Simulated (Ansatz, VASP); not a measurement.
## Two plane-wave programs on Ge

Contents of POSCAR:

```
Ge
1.0
    3.9956487021      0.0000000000      0.0000000000
   -1.9978243511      3.5122382798      0.0000000000
    0.0000000000      0.0000000000      6.6027109850
Ge
4
Direct
    0.6666666667      0.3333333333      0.0629814343
    0.3333333333      0.6666666667      0.5629814343
    0.6666666667      0.3333333333      0.4370185657
    0.3333333333      0.6666666667      0.9370185657
```

File INCAR.step1:

```
PREC     = Accurate       # precision mode
ENCUT    = 520            # plane-wave cutoff, eV
ISMEAR   = 0              # smearing method
SIGMA    = 0.03           # smearing width, eV
LREAL    = F              # projectors in reciprocal space
LASPH    = T              # aspherical terms in the spheres
NELM     = 100            # most SCF steps
NBANDS   = 36             # bands
GGA      = PE             # functional
ALGO     = Normal         # electronic algorithm
EDIFF    = 1E-4           # SCF threshold, eV
LWAVE    = T              # write WAVECAR
LCHARG   = F              # write CHGCAR
```

INCAR.step2

```
PREC     = Accurate       # precision mode
ENCUT    = 520            # plane-wave cutoff, eV
EDIFF    = 1E-6           # SCF threshold, eV
ISMEAR   = 0              # smearing method
SIGMA    = 0.03           # smearing width, eV
LREAL    = F              # projectors in reciprocal space
LASPH    = T              # aspherical terms in the spheres
NELM     = 100            # most SCF steps
ALGO     = Normal         # electronic algorithm
ISIF     = 2              # what is computed and relaxed
LWAVE    = F              # write WAVECAR
LCHARG   = F              # write CHGCAR
METAGGA  = R2SCAN         # meta-GGA
LMIXTAU  = T            
NBANDS   = 36             # bands
ISTART   = 1
```

File KPOINTS:

```
Automatic mesh
0
Gamma
  12 12 6
```

Input for Ansatz:

```yaml
crystal:
  lattice:
    - [3.9956487021, 0.0, 0.0]
    - [-1.9978243511, 3.5122382798, 0.0]
    - [0.0, 0.0, 6.602710985]
  atoms:
    - { symbol: Ge, position: [0.6666666667, 0.3333333333, 0.0629814343] }
    - { symbol: Ge, position: [0.3333333333, 0.6666666667, 0.5629814343] }
    - { symbol: Ge, position: [0.6666666667, 0.3333333333, 0.4370185657] }
    - { symbol: Ge, position: [0.3333333333, 0.6666666667, 0.9370185657] }
basis:
  ecutwfc: 500
kpoints:
  mp_grid: { grid: [12, 12, 6] }
hamiltonian:
  xc: r2scan
scf:
  occupations: { method: gaussian, width: 0.03 }
output:
  forces: true
  stress: true
  eigenvalues: true
```

Change from the starting cell: strain +0.0150 x Voigt [0, 1, 0, 0, 0, 0], atoms carried along.

Alike in both runs: task single point; functional r2SCAN; k mesh 12 × 12 × 6; occupations gaussian, width 0.03 eV; no spin polarisation.

|  | VASP | Ansatz |
| --- | --- | --- |
| version | VASP 6.6.1 | Ansatz 0.2.0 |
| potentials or method | VASP PAW PBE potentials, release 64 (Ge_d), cutoff 520 eV | scalar-relativistic, plane waves, PAW |
| valence electrons in the cell | 56 | 56 |

Ansatz gave:

* gap on the k mesh at the Fermi level (eV): 0.05
* least direct gap on the mesh (eV): 0.05
* pressure (GPa): -1.0
* traceless stress, the component that is largest in VASP (GPa): -1.48
* rms of the force components (eV/Å): 0.068

Which values does VASP return?

gap on the k mesh at the Fermi level (eV): 0.05; least direct gap on the mesh (eV): 0.05; pressure (GPa): -1.0; traceless stress, the component that is largest in VASP (GPa): -1.49; rms of the force components (eV/Å): 0.068.

VASP's potentials were made for PBE, not for r2SCAN. Atom by atom the forces differ by 0.004 eV/Å (rms over components).
